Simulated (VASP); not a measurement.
# Al2GaSb3 (P3m1) in VASP: further runs

Aim: see how the results for Al2GaSb3 move with the level of theory and the settings. Levels: PBE, r2SCAN. Tasks: relaxation of cell and atoms, single point.

Everything below comes from runs of VASP 6.6.1. Logs are shortened: lines on timing, memory, paths and dates and some standing lists are left out, and cuts for length are marked.

### 1 The cell of the first run

The structure is trigonal, space group P3m1 (No. 156). Conventional cell: a = 4.196 Å, b = 4.196 Å, c = 10.279 Å, α = 90.00°, β = 90.00°, γ = 120.00°. Al (site symmetry 3m) has 4 Sb at 2.57 Å within 3.4 Å. Al (site symmetry 3m) has 4 Sb at 2.57 Å within 3.4 Å. Within 3.4 Å of Ga (site symmetry 3m) lie 4 Sb at 2.57 Å. Within 3.4 Å of Sb (site symmetry 3m) lie 4 Al at 2.57 Å. Sb (site symmetry 3m) has 3 Al at 2.57 Å and 1 Ga at 2.57 Å within 3.4 Å. Sb (site symmetry 3m) has 3 Ga at 2.57 Å and 1 Al at 2.57 Å within 3.4 Å.

### 2 Relaxation of cell and atoms, PBE

The input, INCAR:

```
PREC     = Accurate       # precision mode
ENCUT    = 500            # plane-wave cutoff, eV
EDIFF    = 1E-7           # SCF threshold, eV
ISMEAR   = -1             # smearing method
SIGMA    = 0.02           # smearing width, eV
LREAL    = False          # projectors in reciprocal space
LASPH    = True           # aspherical terms in the spheres
NELM     = 120            # most SCF steps
ALGO     = Normal         # electronic algorithm
ISIF     = 3              # what is computed and relaxed
LWAVE    = False          # write WAVECAR
LCHARG   = False          # write CHGCAR
GGA      = PE             # functional
IBRION   = 2              # ionic algorithm
NSW      = 80             # ionic steps
EDIFFG   = -0.005         # ionic threshold
GGA_COMPAT= False        
NELMIN   = 4
```

The input, KPOINTS:

```
regular mesh
0
Gamma
  6 6 2
```

The input, POSCAR:

```
Al2GaSb3
1.0
    4.1963569611      0.0000000000      0.0000000000
   -2.0981784806      3.6341517317      0.0000000000
    0.0000000000      0.0000000000     10.2789333333
Al Ga Sb
2 1 3
Direct
    0.0000000000      0.0000000000      0.0000000000
    0.6666666667      0.3333333333      0.6666666667
    0.3333333333      0.6666666667      0.3333333333
    0.6666666667      0.3333333333      0.9166666667
    0.3333333333      0.6666666667      0.5833333333
    0.0000000000      0.0000000000      0.2500000000
```

Potentials or basis: VASP PAW PBE potentials, release 64 (Al, Ga_d, Sb).

On the command line:

```bash
$ cat potpaw_PBE.64/Al/POTCAR potpaw_PBE.64/Ga_d/POTCAR potpaw_PBE.64/Sb/POTCAR > POTCAR
$ mpirun -np 1 vasp_std > vasp.out
```

OUTCAR:

```text
PREC = Accurate
   ENCUT = 500
   EDIFF = 1E-7
   ISMEAR = -1
   LREAL = False
   LASPH = True
   NELM = 120
   ISIF = 3
   GGA = PE
   IBRION = 2
   NSW = 80
   EDIFFG = -0.005
   NELMIN = 4

 ion  position               nearest neighbor table
   1  0.000  0.000  0.000-   4 2.57   4 2.57   6 2.57   4 2.57
   2  0.667  0.333  0.667-   5 2.57   4 2.57   5 2.57   5 2.57
   3  0.333  0.667  0.333-   6 2.57   6 2.57   5 2.57   6 2.57
   4  0.667  0.333  0.917-   1 2.57   1 2.57   2 2.57   1 2.57
   5  0.333  0.667  0.583-   2 2.57   3 2.57   2 2.57   2 2.57
   6  0.000  0.000  0.250-   3 2.57   3 2.57   1 2.57   3 2.57

  LATTYP: Found a hexagonal cell.
 ALAT       =     4.1963569611
 C/A-ratio  =     2.4494897428

  Lattice vectors:

 A1 = (   4.1963569611,   0.0000000000,   0.0000000000)
 A2 = (  -2.0981784806,   3.6341517317,   0.0000000000)
 A3 = (   0.0000000000,   0.0000000000,  10.2789333333)

Analysis of symmetry for initial positions (statically):
=====================================================================
 Subroutine PRICEL returns:
 Original cell was already a primitive cell.

 Routine SETGRP: Setting up the symmetry group for a
 hexagonal supercell.

 Subroutine GETGRP returns: Found  6 space group operations
 (whereof  6 operations were pure point group operations)
 out of a pool of 24 trial point group operations.

The static configuration has the point symmetry C_3v.

Analysis of symmetry for dynamics (positions and initial velocities):
=====================================================================
 Subroutine PRICEL returns:
 Original cell was already a primitive cell.

 Routine SETGRP: Setting up the symmetry group for a
 hexagonal supercell.

 Subroutine GETGRP returns: Found  6 space group operations
 (whereof  6 operations were pure point group operations)
 out of a pool of 24 trial point group operations.

The dynamic configuration has the point symmetry C_3v.

 Subroutine INISYM returns: Found  6 space group operations
 (whereof  6 operations are pure point group operations),
 and found     1 'primitive' translations

----------------------------------------------------------------------------------------

                                     Primitive cell

  volume of cell :     156.7558

  direct lattice vectors                    reciprocal lattice vectors
     4.196356961  0.000000000  0.000000000     0.238301939  0.137583689  0.000000000
    -2.098178481  3.634151732  0.000000000     0.000000000  0.275167377  0.000000000
     0.000000000  0.000000000 10.278933333     0.000000000  0.000000000  0.097286359

  length of vectors
     4.196356961  4.196356961 10.278933333     0.275167377  0.275167377  0.097286359

  position of ions in fractional coordinates (direct lattice)
     0.000000000  0.000000000  0.000000000
     0.666666667  0.333333333  0.666666667
     0.333333333  0.666666667  0.333333333
     0.666666667  0.333333333  0.916666667
     0.333333333  0.666666667  0.583333333
     0.000000000  0.000000000  0.250000000

  ion indices of the primitive-cell ions
   primitive index   ion index
                 1           1
                 2           2
                 3           3
                 4           4
                 5           5
                 6           6

----------------------------------------------------------------------------------------

 KPOINTS: regular mesh

Automatic generation of k-mesh.
 Grid dimensions read from file:
 generate k-points for:    6    6    2

 Generating k-lattice:

  Cartesian coordinates                     Fractional coordinates (reciprocal lattice)
     0.039716990  0.022930615  0.000000000     0.166666667  0.000000000  0.000000000
     0.000000000  0.045861230  0.000000000     0.000000000  0.166666667  0.000000000
     0.000000000  0.000000000  0.048643180     0.000000000  0.000000000  0.500000000

  Length of vectors
     0.045861230  0.045861230  0.048643180

  Shift w.r.t. Gamma in fractional coordinates (k-lattice)
     0.000000000  0.000000000  0.000000000

[... 43 lines left out ...]
   LEPSILON=     F    determine dielectric tensor
   LRPA    =     F    only Hartree local field effects (RPA)
 conjugate gradient relaxation of ions
 non-spin polarized calculation
  energy-cutoff  :      500.00
  volume of cell :      156.76
 maximum number of plane-waves:      4015
 NGX is ok and might be reduce to    32
   NGX = 15   NGY = 15   NGZ = 37

--------------------------------------- Ionic step        1  -------------------------------------------

 number of electron      33.9999995 magnetization

 Free energy of the ion-electron system (eV)
  ---------------------------------------------------
  ext. energy  EPLUGINS =         0.00000000
  ---------------------------------------------------
  free energy    TOTEN  =       -23.11927120 eV

  energy without entropy =      -23.11927120  energy(sigma->0) =      -23.11927120

 E-fermi :   6.3215     XC(G=0):  -9.1935

 val. band max:        5.8527101930   @ k =   0.0000   0.0000   0.0000
 cond. band min:       6.8363448976   @ k =   0.5000  -0.0000   0.0000
 fundamental gap:      0.9836347046
 Fermi energy:         6.3215379878

 k-point     1 :       0.0000    0.0000    0.0000
  band No.  band energies     occupation
      1      -9.1814      2.00000
      2      -9.1509      2.00000
      3      -9.1509      2.00000
      4      -9.0962      2.00000
      5      -9.0962      2.00000
      6      -5.8044      2.00000
[... 13 lines left out ...]
     20       8.0059      0.00000
     21       8.8526      0.00000
[... 612 lines left out ...]
 POSITION                                       TOTAL-FORCE (eV/Angst)
 -----------------------------------------------------------------------------------
     -0.00000      0.00000      0.00094         0.000000     -0.000000     -0.002651
      2.20288      1.27183      7.17158         0.000000     -0.000000     -0.000018
     -0.00000      2.54367      3.58954         0.000000     -0.000000     -0.000676
      2.20288      1.27183      9.87192         0.000000     -0.000000     -0.003895
     -0.00000      2.54367      6.28052         0.000000     -0.000000     -0.001336
     -0.00000      0.00000      2.69444        -0.000000      0.000000      0.008576
 -----------------------------------------------------------------------------------
    total drift:                               -0.000000     -0.000000     -0.000552

  FREE ENERGIE OF THE ION-ELECTRON SYSTEM (eV)
  ---------------------------------------------------
  free  energy   TOTEN  =       -23.7577728293 eV

  energy  without entropy=      -23.7577710678  energy(sigma->0) =      -23.75777195

--------------------------------------- Ionic step        9  -------------------------------------------

 number of electron      33.9999992 magnetization

 Free energy of the ion-electron system (eV)
  ---------------------------------------------------
  ext. energy  EPLUGINS =         0.00000000
  ---------------------------------------------------
  free energy    TOTEN  =       -23.75777703 eV

  energy without entropy =      -23.75777525  energy(sigma->0) =      -23.75777614

 E-fermi :   4.5891     XC(G=0):  -8.6064

 val. band max:        4.3927432592   @ k =   0.0000   0.0000   0.0000
 cond. band min:       4.7644894757   @ k =   0.0000   0.0000   0.0000
 fundamental gap:      0.3717462165
 Fermi energy:         4.5890651822

 k-point     1 :       0.0000    0.0000    0.0000
  band No.  band energies     occupation
      1     -10.3750      2.00000
      2     -10.3575      2.00000
      3     -10.3575      2.00000
      4     -10.3216      2.00000
      5     -10.3216      2.00000
      6      -6.3342      2.00000
[... 13 lines left out ...]
     20       5.6797      0.00000
     21       7.3565      0.00000
[... 332 lines left out ...]
 POSITION                                       TOTAL-FORCE (eV/Angst)
 -----------------------------------------------------------------------------------
     -0.00000      0.00000      0.00081         0.000000     -0.000000     -0.000470
      2.20289      1.27184      7.17083         0.000000     -0.000000     -0.000440
     -0.00000      2.54367      3.58920        -0.000000      0.000000      0.000399
      2.20289      1.27184      9.87092         0.000000     -0.000000     -0.002439
     -0.00000      2.54367      6.27997         0.000000     -0.000000     -0.000914
     -0.00000      0.00000      2.69472        -0.000000      0.000000      0.003863
 -----------------------------------------------------------------------------------
    total drift:                               -0.000000     -0.000000     -0.000490

  FREE ENERGIE OF THE ION-ELECTRON SYSTEM (eV)
  ---------------------------------------------------
  free  energy   TOTEN  =       -23.7577770285 eV

  energy  without entropy=      -23.7577752501  energy(sigma->0) =      -23.75777614

 reached required accuracy - stopping structural energy minimisation
```

It took 6.9 min on 1 thread of Intel Xeon 8259CL, shared host; peak memory 0.31 GiB.

What came out:

- Free energy: -23.7578 eV
- Relaxed volume: 30.16 Å³/atom
- Relaxed cell: a = 4.406 Å, b = 4.406 Å, c = 10.766 Å, α = 90.00°, β = 90.00°, γ = 120.00°
- Space group after relaxing (to 0.1 Å): P3m1 (No. 156)
- Energy gained by relaxing: 106.4 meV/atom
- Ionic steps: 9
- Pressure after relaxing: 0.0 GPa
- Largest force after relaxing: 0.004 eV/Å
- Band gap on the k mesh: 0.37 eV

Forces on the atoms (eV/Å):
```
Al   0.000  0.000  0.000
Al   0.000  0.000  0.000
Ga   0.000  0.000  0.000
Sb   0.000  0.000 -0.002
Sb   0.000  0.000 -0.001
Sb   0.000  0.000  0.004
```

The path:
| step | energy change (eV) | largest force (eV/Å) | pressure (GPa) | volume (Å³) |
| --- | --- | --- | --- | --- |
| 1 | 0.0000 | 0.0611 | 9.63 | 156.76 |
| 2 | -0.4949 | 0.0459 | -2.96 | 195.14 |
| 3 | -0.6384 | 0.0399 | 0.02 | 180.92 |
| 4 | -0.6382 | 0.0395 | -0.11 | 181.43 |
| 5 | -0.6384 | 0.0225 | 0.02 | 180.91 |
| 6 | -0.6384 | 0.0227 | 0.02 | 180.91 |
| 7 | -0.6385 | 0.0119 | 0.01 | 180.95 |
| 8 | -0.6385 | 0.0086 | 0.00 | 180.99 |
| 9 | -0.6385 | 0.0039 | 0.01 | 180.98 |

Final structure:
```cif
data_structure
_symmetry_space_group_name_H-M 'P 1'
_symmetry_Int_Tables_number 1
_cell_length_a 4.4058
_cell_length_b 4.4058
_cell_length_c 10.7660
_cell_angle_alpha 90.000
_cell_angle_beta 90.000
_cell_angle_gamma 120.000
_cell_volume 180.98
loop_
_atom_site_label
_atom_site_type_symbol
_atom_site_fract_x
_atom_site_fract_y
_atom_site_fract_z
_atom_site_occupancy
Al1 Al 0.00000 0.00000 0.00007 1
Al2 Al 0.66667 0.33333 0.66606 1
Ga1 Ga 0.33333 0.66667 0.33338 1
Sb1 Sb 0.66667 0.33333 0.91686 1
Sb2 Sb 0.33333 0.66667 0.58332 1
Sb3 Sb 0.00000 0.00000 0.25030 1
```

Levels at points of the mesh, in eV from the valence-band top:
```
           k point  band 14  band 15  band 16  band 17  band 18  band 19  band 20  band 21
(0.00, 0.00, 0.00)    -0.74     0.00     0.00     0.00     0.37     1.27     1.29     2.96
(0.50, 0.00, 0.00)    -2.20    -2.12    -1.39    -1.33     1.24     1.28     1.93     2.06
(0.00, 0.00, 0.50)    -0.41    -0.41    -0.24    -0.24     0.71     1.44     1.74     3.37
(0.50, 0.00, 0.50)    -1.98    -1.95    -0.95    -0.94     0.86     1.49     1.59     2.79
```

Caveat: the volume moved by over 15 % at a fixed basis, so the end points are rough; spin-orbit coupling is left out, which moves the levels of the heavy elements. A k mesh can miss the band edges.

### 3 Single point, PBE

This run uses another cell than the first one, of 29.26 Å³/atom.

The input, INCAR:

```
PREC     = Accurate       # precision mode
ENCUT    = 500            # plane-wave cutoff, eV
EDIFF    = 1E-6           # SCF threshold, eV
ISMEAR   = -1             # smearing method
SIGMA    = 0.02           # smearing width, eV
LREAL    = F              # projectors in reciprocal space
LASPH    = T              # aspherical terms in the spheres
NELM     = 120            # most SCF steps
ALGO     = Normal         # electronic algorithm
ISIF     = 2              # what is computed and relaxed
LWAVE    = F              # write WAVECAR
LCHARG   = F              # write CHGCAR
GGA      = PE             # functional
NBANDS   = 26             # bands
GGA_COMPAT= F
```

The input, KPOINTS:

```
regular mesh
0
Gamma
  12 12 4
```

The input, POSCAR:

```
Al2GaSb3
1.0
    4.3609462385      0.0000000000      0.0000000000
   -2.1804731193      3.7766902271      0.0000000000
    0.0000000000      0.0000000000     10.6609027845
Al Ga Sb
2 1 3
Direct
    0.0000000000      0.0000000000      0.0003723192
    0.6666666667      0.3333333333      0.6656698832
    0.3333333333      0.6666666667      0.3335436611
    0.6666666667      0.3333333333      0.9167231736
    0.3333333333      0.6666666667      0.5827111196
    0.0000000000      0.0000000000      0.2509798432
```

Potentials or basis: VASP PAW PBE potentials, release 64 (Al, Ga_d, Sb).

On the command line:

```bash
$ cat potpaw_PBE.64/Al/POTCAR potpaw_PBE.64/Ga_d/POTCAR potpaw_PBE.64/Sb/POTCAR > POTCAR
$ mpirun -np 1 vasp_std > vasp.out
```

It took 6.7 min on 1 thread of Intel Xeon 8259CL, shared host; peak memory 0.46 GiB.

The run converged. Its results:

- Free energy: -23.7657 eV
- Pressure: 1.6 GPa
- Largest force: 0.041 eV/Å
- Band gap on the k mesh: 0.51 eV

Forces in eV/Å, atoms in the order of the input:
```
Al   0.000  0.000  0.002
Al   0.000  0.000  0.015
Ga   0.000  0.000 -0.021
Sb   0.000  0.000 -0.005
Sb   0.000  0.000  0.041
Sb   0.000  0.000 -0.033
```

Stress tensor (GPa, compression positive):
```
1.55 0.00 0.00
0.00 1.55 0.00
0.00 0.00 1.70
```

Levels at points of the mesh, in eV from the valence-band top:
| k point | band 15 | band 16 | band 17 | band 18 | band 19 | band 20 |
| --- | --- | --- | --- | --- | --- | --- |
| (0.00, 0.00, 0.00) | 0.00 | 0.00 | 0.00 | 0.51 | 1.38 | 1.43 |
| (0.50, 0.00, 0.00) | -2.19 | -1.44 | -1.38 | 1.22 | 1.23 | 1.97 |
| (0.00, 0.00, 0.50) | -0.42 | -0.25 | -0.25 | 0.78 | 1.55 | 1.86 |
| (0.50, 0.00, 0.50) | -2.02 | -0.98 | -0.97 | 0.93 | 1.47 | 1.57 |

Caveat: spin-orbit coupling is left out, which moves the levels of the heavy elements.

### 4 Relaxation of cell and atoms, r2SCAN

This run uses another cell than the first one, of 30.07 Å³/atom.

The input, POSCAR:

```
Al2GaSb3
1.0
    4.4012537412      0.0000000000      0.0000000000
   -2.2006268706      3.8115975483      0.0000000000
    0.0000000000      0.0000000000     10.7553019182
Al Ga Sb
2 1 3
Direct
    0.0000000000      0.0000000000     -0.0000199468
    0.6666666667      0.3333333333      0.6660579691
    0.3333333333      0.6666666667      0.3334641411
    0.6666666667      0.3333333333      0.9168295321
    0.3333333333      0.6666666667      0.5834157586
    0.0000000000      0.0000000000      0.2502525459
```

The input, INCAR.step1:

```
SYSTEM = Al2GaSb3
  ALGO = Normal
  EDIFF = 1E-5
  EDIFFG = -0.005
  ENCUT = 550
  GGA = PE
  GGA_COMPAT = .False.
  IBRION = 2
  ISIF = 3
  ISMEAR = -1
  LASPH = .True.
  LCHARG = .False.
  LREAL = .False.
  LWAVE = .True.
  NELM = 120
  NELMIN = 4
  NSW = 100
  PREC = Accurate
  SIGMA = 0.02
```

The input, INCAR.step2:

```
SYSTEM = Al2GaSb3
  ALGO = Normal
  EDIFF = 1E-7
  EDIFFG = -0.005
  ENCUT = 550
  GGA_COMPAT = .False.
  IBRION = 2
  ISIF = 3
  ISMEAR = -1
  ISTART = 1
  LASPH = .True.
  LCHARG = .False.
  LMIXTAU = .True.
  LREAL = .False.
  LWAVE = .False.
  METAGGA = R2SCAN
  NELM = 120
  NELMIN = 4
  NSW = 80
  PREC = Accurate
  SIGMA = 0.02
```

The input, KPOINTS:

```
k-points
0
Gamma
  6 6 2
  0 0 0
```

On the command line:

```bash
$ cat potpaw_PBE.64/Al/POTCAR potpaw_PBE.64/Ga_d/POTCAR potpaw_PBE.64/Sb/POTCAR > POTCAR
$ cp INCAR.step1 INCAR
$ mpirun -np 1 vasp_std > vasp.out
$ cp INCAR.step2 INCAR
$ mpirun -np 1 vasp_std > vasp.out
```

It took 49 min on 1 thread of Intel Xeon 8259CL, shared host; peak memory 0.41 GiB.

Results (log left out):

```yaml
Free_energy: -103.4607 eV
Relaxed_volume: 29.34 Å³/atom
Relaxed_cell: a = 4.365 Å, b = 4.365 Å, c = 10.671 Å, α = 90.00°, β = 90.00°, γ = 120.00°
Space_group_after_relaxing_to_0.1_Å: P3m1 (No. 156)
Energy_gained_by_relaxing: 3.2 meV/atom
Ionic_steps: 12
Pressure_after_relaxing: 0.0 GPa
Largest_force_after_relaxing: 0.004 eV/Å
Band_gap_on_the_k_mesh: 0.84 eV
```

Forces in eV/Å, atoms in the order of the input:
```
Al   0.000  0.000 -0.001
Al   0.000  0.000  0.004
Ga   0.000  0.000  0.002
Sb   0.000  0.000 -0.002
Sb   0.000  0.000 -0.003
Sb   0.000  0.000 -0.001
```

Step by step:
| step | energy change (eV) | largest force (eV/Å) | pressure (GPa) | volume (Å³) |
| --- | --- | --- | --- | --- |
| 1 | 0.0000 | 0.0590 | -1.29 | 180.43 |
| 2 | -0.0156 | 0.0471 | 0.59 | 174.20 |
| 3 | -0.0187 | 0.0506 | 0.03 | 175.95 |
| 4 | -0.0187 | 0.0507 | 0.00 | 176.04 |
| 5 | -0.0189 | 0.0286 | -0.01 | 176.04 |
| 6 | -0.0190 | 0.0263 | -0.01 | 176.05 |
| 7 | -0.0190 | 0.0290 | -0.01 | 176.05 |
| 8 | -0.0190 | 0.0082 | 0.01 | 176.00 |
| 9 | -0.0191 | 0.0066 | 0.01 | 175.99 |
| 10 | -0.0191 | 0.0049 | 0.02 | 175.97 |
| 11 | -0.0191 | 0.0055 | 0.01 | 175.98 |
| 12 | -0.0190 | 0.0042 | -0.01 | 176.04 |

Final structure:
```xyz
6
Lattice="4.3647 0.0000 0.0000 -2.1823 3.7799 0.0000 0.0000 0.0000 10.6705" Properties=species:S:1:pos:R:3 pbc="T T T"
Al    0.0000    0.0000    0.0051
Al    2.1823    1.2600    7.1031
Ga    0.0000    2.5199    3.5575
Sb    2.1823    1.2600    9.7826
Sb    0.0000    2.5199    6.2171
Sb    4.3647    0.0000    2.6787
```

Levels at points of the mesh, in eV from the valence-band top:
```
           k point  band 14  band 15  band 16  band 17  band 18  band 19  band 20  band 21
(0.00, 0.00, 0.00)    -0.81     0.00     0.00     0.00     0.84     1.76     1.90     3.23
(0.50, 0.00, 0.00)    -2.38    -2.24    -1.51    -1.44     1.46     1.49     2.26     2.42
(0.00, 0.00, 0.50)    -0.45    -0.45    -0.26    -0.26     1.07     1.93     2.25     3.67
(0.50, 0.00, 0.50)    -2.15    -2.11    -1.03    -1.02     1.24     1.74     1.84     3.10
```

Caveat: the PAW data sets were made with another functional, which shifts forces and pressure a little; spin-orbit coupling is left out, which moves the levels of the heavy elements. A k mesh can miss the band edges.

### 5 Overview

| task | level | cell | k mesh | cutoff (eV) | gap on the mesh (eV) | pressure (GPa) | relaxed volume (Å³/atom) |
| --- | --- | --- | --- | --- | --- | --- | --- |
| relaxation of cell and atoms | PBE | relaxed from a = 4.196, b = 4.196, c = 10.279 Å, angles 90.0, 90.0, 120.0°, 6 atoms, atomic positions A | 6 × 6 × 2 | 500 | 0.37 | 0.0 | 30.16 |
| single point | PBE | a = 4.361, b = 4.361, c = 10.661 Å, angles 90.0, 90.0, 120.0°, 6 atoms, atomic positions B | 12 × 12 × 4 | 500 | 0.51 | 1.6 | - |
| relaxation of cell and atoms | r2SCAN | relaxed from a = 4.401, b = 4.401, c = 10.755 Å, angles 90.0, 90.0, 120.0°, 6 atoms, atomic positions A | 6 × 6 × 2 | 550 | 0.84 | 0.0 | 29.34 |

Alike in all rows: potentials or basis VASP PAW PBE potentials, release 64 (Al, Ga_d, Sb); no spin polarisation; smearing fermi-dirac 0.02 eV.

Caveats: spin-orbit coupling is left out, which moves the levels of the heavy elements; the volume moved by over 15 % at a fixed basis, so the end points are rough (at least some runs); the PAW data sets were made with another functional, which shifts forces and pressure a little (at least some runs).

Total energies depend on the potentials used, so only differences within one code and one set of settings carry meaning.
